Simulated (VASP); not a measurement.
# MgO (P-6m2) in VASP: a series of runs

The runs below take MgO through single point, relaxation of cell and atoms, with PBEsol.

All numbers are computed with VASP 6.6.1; they aren't measurements. Logs are shortened: lines on timing, memory, paths and dates and some standing lists are left out, and cuts for length are marked.

### 1 The cell of the first run

It takes space group P-6m2 (No. 187, hexagonal). Conventional cell: a = 2.909 Å, b = 2.909 Å, c = 2.657 Å, α = 90.00°, β = 90.00°, γ = 120.00°. Mg (site symmetry -6m2) has 6 O at 2.14 Å and 2 Mg at 2.66 Å within 2.8 Å. O (site symmetry -6m2) has 6 Mg at 2.14 Å and 2 O at 2.66 Å within 2.8 Å.

### 2 Single point, PBEsol

INCAR reads:

```
PREC = Accurate
ENCUT = 600
EDIFF = 1E-6
ISMEAR = 0
SIGMA = 0.01
LREAL = F
LASPH = T
NELM = 120
ALGO = Normal
ISIF = 2
LWAVE = F
LCHARG = F
GGA = PS
NBANDS = 11
GGA_COMPAT = F
```

KPOINTS reads:

```
Automatic mesh
0
Gamma
  12 12 8
```

POSCAR reads:

```
MgO
1.0
    2.9089943108      0.0000000000      0.0000000000
   -1.4544971554      2.5192629726      0.0000000000
    0.0000000000      0.0000000000      2.6572357035
Mg O
1 1
Direct
    0.0000000000      0.0000000000      0.0000000000
    0.3333333333      0.6666666667      0.5000000000
```

Potentials or basis: VASP PAW PBE potentials, release 64 (Mg, O).

Run with:

```
$ cat potpaw_PBE.64/Mg/POTCAR potpaw_PBE.64/O/POTCAR > POTCAR
$ mpirun -np 1 vasp_std > vasp.out
```

OUTCAR:

```text
PREC = Accurate
   ENCUT = 600
   EDIFF = 1E-6
   ISMEAR = 0
   LREAL = F
   LASPH = T
   NELM = 120
   ISIF = 2
   GGA = PS

 ion  position               nearest neighbor table
   1  0.000  0.000  0.000-   2 2.14   2 2.14   2 2.14   2 2.14   2 2.14   2 2.14
   2  0.333  0.667  0.500-   1 2.14   1 2.14   1 2.14   1 2.14   1 2.14   1 2.14

  LATTYP: Found a hexagonal cell.
 ALAT       =     2.9089943108
 C/A-ratio  =     0.9134551050

  Lattice vectors:

 A1 = (   2.9089943108,   0.0000000000,   0.0000000000)
 A2 = (  -1.4544971554,   2.5192629726,   0.0000000000)
 A3 = (   0.0000000000,   0.0000000000,   2.6572357035)

Analysis of symmetry for initial positions (statically):
=====================================================================
 Subroutine PRICEL returns:
 Original cell was already a primitive cell.

 Routine SETGRP: Setting up the symmetry group for a
 hexagonal supercell.

 Subroutine GETGRP returns: Found 12 space group operations
 (whereof 12 operations were pure point group operations)
 out of a pool of 24 trial point group operations.

The static configuration has the point symmetry D_3h.

Analysis of symmetry for dynamics (positions and initial velocities):
=====================================================================
 Subroutine PRICEL returns:
 Original cell was already a primitive cell.

 Routine SETGRP: Setting up the symmetry group for a
 hexagonal supercell.

 Subroutine GETGRP returns: Found 12 space group operations
 (whereof 12 operations were pure point group operations)
 out of a pool of 24 trial point group operations.

The dynamic configuration has the point symmetry D_3h.

 Subroutine INISYM returns: Found 12 space group operations
 (whereof 12 operations are pure point group operations),
 and found     1 'primitive' translations

----------------------------------------------------------------------------------------

                                     Primitive cell

  volume of cell :      19.4736

  direct lattice vectors                    reciprocal lattice vectors
     2.908994311  0.000000000  0.000000000     0.343761415  0.198470745  0.000000000
    -1.454497155  2.519262973  0.000000000     0.000000000  0.396941491  0.000000000
     0.000000000  0.000000000  2.657235704     0.000000000  0.000000000  0.376330936

  length of vectors
     2.908994311  2.908994311  2.657235704     0.396941491  0.396941491  0.376330936

  position of ions in fractional coordinates (direct lattice)
     0.000000000  0.000000000  0.000000000
     0.333333333  0.666666667  0.500000000

  ion indices of the primitive-cell ions
   primitive index   ion index
                 1           1
                 2           2

----------------------------------------------------------------------------------------

 KPOINTS: Automatic mesh

Automatic generation of k-mesh.
 Grid dimensions read from file:
 generate k-points for:   12   12    8

 Generating k-lattice:

  Cartesian coordinates                     Fractional coordinates (reciprocal lattice)
     0.028646785  0.016539229  0.000000000     0.083333333  0.000000000  0.000000000
     0.000000000  0.033078458  0.000000000     0.000000000  0.083333333  0.000000000
     0.000000000  0.000000000  0.047041367     0.000000000  0.000000000  0.125000000

  Length of vectors
     0.033078458  0.033078458  0.047041367

  Shift w.r.t. Gamma in fractional coordinates (k-lattice)
     0.000000000  0.000000000  0.000000000

 Subroutine IBZKPT returns following result:
 ===========================================

 Found     95 irreducible k-points:

 Following reciprocal coordinates:
            Coordinates               Weight
  0.000000  0.000000  0.000000      1.000000
  0.083333  0.000000  0.000000      6.000000
  0.166667  0.000000  0.000000      6.000000
  0.250000  0.000000  0.000000      6.000000
  0.333333  0.000000  0.000000      6.000000
  0.416667  0.000000  0.000000      6.000000
[... 16 lines left out ...]
  0.250000  0.000000  0.125000     12.000000
  0.333333  0.000000  0.125000     12.000000
 [... further k-points ...]
   k-points           NKPTS =     95   k-points in BZ     NKDIM =     95   number of bands    NBANDS=     11
   number of dos      NEDOS =    301   number of ions     NIONS =      2
   total plane-waves  NPLWV =  13824
   dimension x,y,z NGX =    24 NGY =   24 NGZ =   24
   dimension x,y,z NGXF=    48 NGYF=   48 NGZF=   48
   ions per type =               1   1
   NGX,Y,Z   is equivalent  to a cutoff of  13.72, 13.72, 15.02 a.u.
   NGXF,Y,Z  is equivalent  to a cutoff of  27.43, 27.43, 30.03 a.u.
 SYSTEM =  unknown system
   PREC   = accura    normal or accurate (medium, high low for compatibility)
   ISTART =      0    job   : 0-new  1-cont  2-samecut
   ICHARG =      2    charge: 1-file 2-atom 10-const
   ISPIN  =      1    spin polarized calculation?
   LNONCOLLINEAR =      F non collinear calculations
   LSORBIT =      F    spin-orbit coupling
   LASPH  =      T    aspherical Exc in radial PAW
   ENCUT  =  600.0 eV  44.10 Ry    6.64 a.u.   5.81  5.81  5.31*2*pi/ulx,y,z
   NELM   =    120;   NELMIN=  2; NELMDL= -5     # of ELM steps
   EDIFF  = 0.1E-05   stopping-criterion for ELM
   LREAL  =      F    real-space projection
   EDIFFG = 0.1E-04   stopping-criterion for IOM
   NSW    =      0    number of steps for IOM
   IBRION =     -1    ionic relax: 0-MD 1-quasi-New 2-CG
   NFREE  =      0    steps in history (QN), initial steepest desc. (CG)
   ISIF   =      2    stress and relaxation
   ISYM   =      2    0-nonsym 1-usesym 2-fastsym
   POTIM  = 0.5000    time-step for ionic-motion
   TEBEG  =    0.0;   TEEND  =   0.0 temperature during run
   PSTRESS=    0.0 pullay stress
   NELECT =       8.0000    total number of electrons
   NUPDOWN=      -1.0000    fix difference up-down
   EMIN   =  10.00;   EMAX   =-10.00  energy-range for DOS
   EFERMI =   0.00;   METHOD = LEGACY
   ISMEAR =     0;   SIGMA  =   0.01  broadening in eV -4-tet -1-fermi 0-gaus
   EFERMI_NEDOS =   21; number of points for ismear=-14 and -15
   IALGO  =     38    algorithm
   IMIX   =      4    mixing-type and parameters
     AMIX     =   0.40;   BMIX     =  1.00
     AMIX_MAG =   1.60;   BMIX_MAG =  1.00
  volume/ion in A,a.u.               =       9.74        65.71
  Fermi-wavevector in a.u.,A,eV,Ry     =   1.216997  2.299790 20.151324  1.481081
  Thomas-Fermi vector in A             =   2.352332
   LORBIT       =      0    0 simple, 1 ext, 2 COOP (PROOUT), +10 PAW based schemes
   GGA     = PS    functional components
   LHFCALC =     F    Hartree Fock is set to
   AEXX    =    0.0000 exact exchange contribution
   IVDW    =     0    specifies the selected vdW correction
   LEPSILON=     F    determine dielectric tensor
   LRPA    =     F    only Hartree local field effects (RPA)
 non-spin polarized calculation
 Gauss-broadening in eV      SIGMA  =   0.01
  energy-cutoff  :      600.00
  volume of cell :       19.47
 maximum number of plane-waves:       670
 NGX is ok and might be reduce to    24
   NGX = 11   NGY = 11   NGZ = 11

 number of electron       7.9999997 magnetization

 Free energy of the ion-electron system (eV)
  ---------------------------------------------------
  ext. energy  EPLUGINS =         0.00000000
  ---------------------------------------------------
  free energy    TOTEN  =       -11.82689136 eV

  energy without entropy =      -11.82689136  energy(sigma->0) =      -11.82689136

 E-fermi :   3.4883     XC(G=0): -11.0871

 val. band max:        3.3879818871   @ k =   0.3333   0.3333   0.0000
 cond. band min:       6.5295859834   @ k =   0.0000   0.0000   0.0000
 fundamental gap:      3.1416040963
 Fermi energy:         3.4882660534

 k-point     1 :       0.0000    0.0000    0.0000
  band No.  band energies     occupation
      1     -14.1235      2.00000
      2       2.7787      2.00000
      3       2.7787      2.00000
      4       2.9734      2.00000
      5       6.5296      0.00000
      6      15.1770      0.00000
      7      19.1057      0.00000
      8      19.1057      0.00000
      9      23.3802      0.00000
     10      24.5724      0.00000
     11      26.2003      0.00000

 k-point     2 :       0.0833    0.0000    0.0000
  band No.  band energies     occupation
      1     -14.0581      2.00000
      2       2.2825      2.00000
      3       2.7241      2.00000
      4       2.9963      2.00000
      5       6.9922      0.00000
      6      15.2182      0.00000
      7      18.3159      0.00000
      8      19.2975      0.00000
      9      24.3685      0.00000
     10      24.4432      0.00000
     11      26.2656      0.00000

 k-point     3 :       0.1667    0.0000    0.0000
  band No.  band energies     occupation
      1     -13.8735      2.00000
      2       1.2445      2.00000
      3       2.5791      2.00000
      4       3.0601      2.00000
      5       7.9338      0.00000
      6      15.0747      0.00000
      7      17.3883      0.00000
      8      19.8083      0.00000
      9      24.0745      0.00000
     10      24.7605      0.00000
     11      26.6956      0.00000

 k-point     4 :       0.2500    0.0000    0.0000
  band No.  band energies     occupation
      1     -13.6061      2.00000
      2       0.1405      2.00000
      3       2.3903      2.00000
      4       3.1495      2.00000
      5       8.8807      0.00000
      6      14.4789      0.00000
      7      17.2127      0.00000
      8      20.4601      0.00000
      9      23.5393      0.00000
     10      24.4671      0.00000
     11      27.4798      0.00000
[... 239 lines left out ...]
 k-point    22 :       0.1667    0.0000    0.1250
  band No.  band energies     occupation
      1     -13.7368      2.00000
      2       1.2513      2.00000
      3       2.2228      2.00000
      4       2.6507      2.00000
      5       8.5707      0.00000
      6      15.1870      0.00000
      7      17.7163      0.00000
      8      19.9371      0.00000
      9      22.3851      0.00000
     10      25.5408      0.00000
     11      26.2106      0.00000

 k-point    23 :       0.2500    0.0000    0.1250
  band No.  band energies     occupation
      1     -13.4783      2.00000
      2       0.2581      2.00000
      3       2.3235      2.00000
      4       2.4607      2.00000
      5       9.3718      0.00000
      6      14.5962      0.00000
      7      17.6161      0.00000
      8      20.4743      0.00000
      9      21.2779      0.00000
     10      26.0225      0.00000
     11      26.8563      0.00000

 k-point    24 :       0.3333    0.0000    0.1250
  band No.  band energies     occupation
      1     -13.2001      2.00000
      2      -0.6440      2.00000
      3       2.2800      2.00000
      4       2.4767      2.00000
      5       9.9332      0.00000
      6      14.0919      0.00000
      7      17.6297      0.00000
      8      20.6760      0.00000
      9      20.8777      0.00000
     10      26.8059      0.00000
     11      27.3770      0.00000

 [... further k-points ...]

------------------------ aborting loop because EDIFF is reached ----------------------------------------

  FORCE on cell =-STRESS in cart. coord.  units (eV):
  Direction    XX          YY          ZZ          XY          YZ          ZX
  --------------------------------------------------------------------------------------
  -------------------------------------------------------------------------------------
  Total       -0.0748039     -0.0748039     -0.0866061     -0.0000000      0.0000000     -0.0000000
  in kB       -6.1544383     -6.1544383     -7.1254573     -0.0000000      0.0000000     -0.0000000
  external PRESSURE =      -6.4781113 kB  Pullay stress =       0.0000000 kB

 VOLUME and BASIS-vectors are now :
 -----------------------------------------------------------------------------
  energy-cutoff  :      600.00
  volume of cell :       19.47
      direct lattice vectors                 reciprocal lattice vectors
     2.908994311  0.000000000  0.000000000     0.343761415  0.198470745  0.000000000
    -1.454497155  2.519262973  0.000000000     0.000000000  0.396941491  0.000000000
     0.000000000  0.000000000  2.657235704     0.000000000  0.000000000  0.376330936

 POSITION                                       TOTAL-FORCE (eV/Angst)
 -----------------------------------------------------------------------------------
      0.00000      0.00000      0.00000         0.000000     -0.000000      0.000000
     -0.00000      1.67951      1.32862        -0.000000      0.000000      0.000000
 -----------------------------------------------------------------------------------
    total drift:                                0.000000     -0.000000     -0.000000

  FREE ENERGIE OF THE ION-ELECTRON SYSTEM (eV)
  ---------------------------------------------------
  free  energy   TOTEN  =       -11.8268913624 eV

  energy  without entropy=      -11.8268913624  energy(sigma->0) =      -11.82689136
```

Run time: 26 s. Hardware: 1 thread of Intel Xeon 8259CL, shared host; peak memory 0.16 GiB.

Results:

| Property | Result |
| --- | --- |
| Free energy | -11.8269 eV |
| Pressure | -0.6 GPa |
| Band gap on the k mesh | 3.14 eV, indirect (least direct gap 3.56 eV) |

Stress tensor (GPa, compression positive):
```
-0.62  0.00  0.00
 0.00 -0.62  0.00
 0.00  0.00 -0.71
```

Levels at points of the mesh, in eV from the valence-band top:
```
           k point  band 1  band 2  band 3  band 4  band 5  band 6  band 7  band 8
(0.00, 0.00, 0.00)  -17.51   -0.61   -0.61   -0.41    3.14   11.79   15.72   15.72
(0.50, 0.00, 0.00)  -16.39   -5.06   -1.35   -0.05    6.61   10.81   13.13   18.12
(0.00, 0.00, 0.50)  -16.36   -5.54   -0.08   -0.08    8.42    9.16   17.65   17.65
(0.50, 0.00, 0.50)  -15.58   -3.85   -3.49   -0.85    5.78   11.48   14.29   15.06
```

Caveat: the PAW data sets were made with another functional, which shifts forces and pressure a little. A k mesh can miss the band edges.

### 3 Relaxation of cell and atoms, PBEsol

This run uses another cell than the first one, of 10.02 Å³/atom, 1.029 times its volume.

INCAR reads:

```
SYSTEM = MgO
PREC = Accurate
ENCUT = 600
EDIFF = 1E-7
ISMEAR = 0
SIGMA = 0.01
LREAL = .FALSE.
LASPH = .TRUE.
NELM = 120
ALGO = Normal
ISIF = 3
LWAVE = .FALSE.
LCHARG = .FALSE.
GGA = PS
IBRION = 2
NSW = 80
EDIFFG = -0.01
GGA_COMPAT = .FALSE.
NELMIN = 4
```

KPOINTS reads:

```
Automatic mesh
0
G
  12 12 8
  0 0 0
```

POSCAR reads:

```
MgO
1.0
    2.9380209000      0.0000000000      0.0000000000
   -1.4690104500      2.5444007400      0.0000000000
    0.0000000000      0.0000000000      2.6796800000
Mg O
1 1
Direct
    0.0000000000      0.0000000000      0.0000000000
    0.3333333300      0.6666666700      0.5000000000
```

Potentials or basis: VASP PAW PBE potentials, release 64 (Mg, O).

Run with:

```
$ cat potpaw_PBE.64/Mg/POTCAR potpaw_PBE.64/O/POTCAR > POTCAR
$ mpirun -np 1 vasp_std > vasp.out
```

It took 74 s on 1 thread of Intel Xeon 8259CL, shared host; peak memory 0.16 GiB.

The run converged. Its results:

- Free energy: -11.8283 eV
- Relaxed volume: 9.69 Å³/atom
- Relaxed cell: a = 2.904 Å, b = 2.904 Å, c = 2.653 Å, α = 90.00°, β = 90.00°, γ = 120.00°
- Space group after relaxing (to 0.05 Å): P-6m2 (No. 187)
- Energy gained by relaxing: 4.7 meV/atom
- Ionic steps: 5
- Pressure after relaxing: 0.0 GPa
- Band gap on the k mesh: 3.18 eV, indirect (least direct gap 3.59 eV)

The path:
```csv
step,energy change (eV),largest force (eV/Å),pressure (GPa),volume (Å³)
1,0.0000,0.0000,-4.52,20.03
2,-0.0086,0.0000,1.31,19.22
3,-0.0093,0.0000,-0.01,19.39
4,-0.0094,0.0000,0.03,19.38
5,-0.0094,0.0000,0.00,19.38
```

Final structure:
```
CELL_PARAMETERS angstrom
2.90430 0.00000 0.00000
-1.45215 2.51520 0.00000
0.00000 0.00000 2.65329
ATOMIC_POSITIONS crystal
Mg 0.00000 0.00000 0.00000
O 0.33333 0.66667 0.50000
```

Levels at points of the mesh, in eV from the valence-band top:
```
           k point  band 1  band 2  band 3  band 4  band 5  band 6  band 7  band 8
(0.00, 0.00, 0.00)  -17.54   -0.61   -0.61   -0.42    3.18   11.80   15.76   15.76
(0.50, 0.00, 0.00)  -16.40   -5.08   -1.35   -0.05    6.64   10.86   13.16   18.19
(0.00, 0.00, 0.50)  -16.38   -5.56   -0.08   -0.08    8.47    9.20   17.68   17.68
(0.50, 0.00, 0.50)  -15.59   -3.86   -3.51   -0.86    5.79   11.52   14.36   15.11
```

Caveat: the PAW data sets were made with another functional, which shifts forces and pressure a little.
